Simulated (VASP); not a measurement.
# B: relaxation of cell and atoms with PBEsol

The system is B.

```
B
1.0
     3.57895    0.00000    0.00000
    -1.78947    3.09946    0.00000
     0.00000    0.00000    2.19405
B
3
Direct
  0.00000 0.00000 0.00000
  0.33333 0.66667 0.50000
  0.66667 0.33333 0.50000
```

This isn't the form of B at room conditions, which is rhombohedral.

| Property | Result |
| --- | --- |
| Program | VASP 6.6.1 |
| Task | relaxation of cell and atoms |
| Functional | PBEsol |
| Potentials or basis | VASP PAW PBE potentials, release 64 (B) |
| Cutoff | 600 eV |
| k mesh | 6 × 6 × 8 |
| Occupations | gaussian, width 0.1 eV |
| Spin | no spin polarisation |
| Dipole correction | no |
| Further INCAR settings | ALGO = Normal; EDIFF = 1e-06; IBRION = 2; EDIFFG = -0.04; NSW = 90; ISIF = 3 |

```yaml
Relaxed_volume: 6.05 Å³/atom
Relaxed_cell: a = 3.252 Å, b = 3.252 Å, c = 1.983 Å, α = 90.00°, β = 90.00°, γ = 120.00°
Space_group_after_relaxing_to_0.1_Å: P6/mmm (No. 191)
Energy_gained_by_relaxing: 322.0 meV/atom
Ionic_steps: 4
Pressure_after_relaxing: -0.1 GPa
Band_gap_on_the_k_mesh: zero (an odd number of electrons rules out a gap without spin polarisation)
```

Stress tensor (GPa, compression positive):
```
 0.01  0.00  0.00
 0.00  0.01  0.00
 0.00  0.00 -0.24
```

The path:
```
step  energy change (eV)  largest force (eV/Å)  pressure (GPa)  volume (Å³)
   1              0.0000                0.0000          -37.39        24.34
   2             -0.9653                0.0000           -1.46        18.26
   3             -0.9658                0.0000           -0.09        18.16
   4             -0.9661                0.0000           -0.07        18.16
```

Final structure:
```
CELL_PARAMETERS angstrom
3.25200 0.00000 0.00000
-1.62600 2.81631 0.00000
0.00000 0.00000 1.98277
ATOMIC_POSITIONS crystal
B 0.00000 0.00000 0.00000
B 0.33333 0.66667 0.50000
B 0.66667 0.33333 0.50000
```

Levels at points of the mesh, in eV from the Fermi level:
```
           k point  band 1  band 2  band 3  band 4  band 5  band 6  band 7  band 8
(0.00, 0.00, 0.00)  -18.42   -4.54   -4.54   -4.52   -4.52    0.37    0.86    8.16
(0.50, 0.00, 0.00)  -14.76  -14.56   -8.97   -4.25    7.23    7.90    8.24    8.35
(0.00, 0.00, 0.50)  -10.91  -10.80    0.65    0.65    1.18    2.99    2.99    3.71
(0.50, 0.00, 0.50)   -8.77   -8.08   -5.63   -5.26   -1.79    1.25    1.54    2.45
```

Run time: 16 s on 1 thread of Intel(R) Xeon(R) Platinum 8259CL CPU @ 2.50GHz (Skylake/Cascade Lake), on a shared host, peak memory 0.13 GiB.

Caveat: the volume moved by over 15 % at a fixed basis, so the end points are rough; the PAW data sets were made with another functional, which shifts forces and pressure a little.
